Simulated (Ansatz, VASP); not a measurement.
## BN in VASP and in Ansatz

INCAR

```
SYSTEM = BN
ALGO = Normal
EDIFF = 1E-6
ENCUT = 520
GGA = PE
ISIF = 2
ISMEAR = -1
LASPH = .True.
LCHARG = .True.
LELF = .True.
LREAL = .False.
LVHAR = .True.
LWAVE = .False.
NBANDS = 11
NELM = 100
PREC = Accurate
SIGMA = 0.02
```

KPOINTS

```
k-points
0
Gamma
  12 12 12
  0 0 0
```

Contents of POSCAR:

```
BN
1.0
    0.0000000000      1.8048245542      1.8048245542
    1.7678256509      0.0000000000      1.8048245542
    1.7678256509      1.8048245542      0.0000000000
B N
1 1
Direct
    0.0000000000      0.0000000000      0.0000000000
    0.2500000000      0.2500000000      0.2500000000
```

Input for Ansatz:

```yaml
crystal:
  lattice:
    - [0.0, 1.8048245542, 1.8048245542]
    - [1.7678256509, 0.0, 1.8048245542]
    - [1.7678256509, 1.8048245542, 0.0]
  atoms:
    - { symbol: B, position: [0.0, 0.0, 0.0] }
    - { symbol: "N", position: [0.25, 0.25, 0.25] }
kpoints:
  mp_grid: { grid: [12, 12, 12] }
  band_path:
    path:
      - [0.0, 0.0, 0.0]
      - [-0.5, -0.5, 0.0]
      - [-0.375, -0.375, 0.25]
      - [-0.375, 0.0, 0.375]
      - [0.0, 0.0, 0.5]
      - [-0.5, -0.25, 0.25]
      - [0.0, 0.5, 0.5]
    npoints: 1
hamiltonian:
  xc: pbe
scf:
  occupations: { method: fermi_dirac, width: 0.02 }
  n_extra_bands: 4
output:
  forces: true
  stress: true
  eigenvalues: true
```

Change from the starting cell: uniaxial_x strain -2.0%.

Alike in both runs: task single point; functional PBE; k mesh 12 × 12 × 12; occupations fermi-dirac, width 0.02 eV; no spin polarisation.

|  | VASP | Ansatz |
| --- | --- | --- |
| version | VASP 6.6.1 | Ansatz 0.2.0 |
| potentials or method | VASP PAW PBE potentials, release 64 (B, N) | plane waves, PAW |
| plane-wave cutoff (eV) | 520 | 420 |
| valence electrons in the cell | 8 | 8 |

Ansatz gave:

| Item | Value |
| --- | --- |
| gap on the k mesh at the Fermi level (eV) | 4.12 |
| pressure (GPa) | 13.1 |
| traceless stress, the component that is largest in VASP (GPa) | 8.43 |

**Question.** Which values does VASP return?

**Answer.** gap on the k mesh at the Fermi level (eV): 4.11; pressure (GPa): 13.4; traceless stress, the component that is largest in VASP (GPa): 8.44.

With one functional, cell and mesh, what is left measures potentials, basis and numerics.
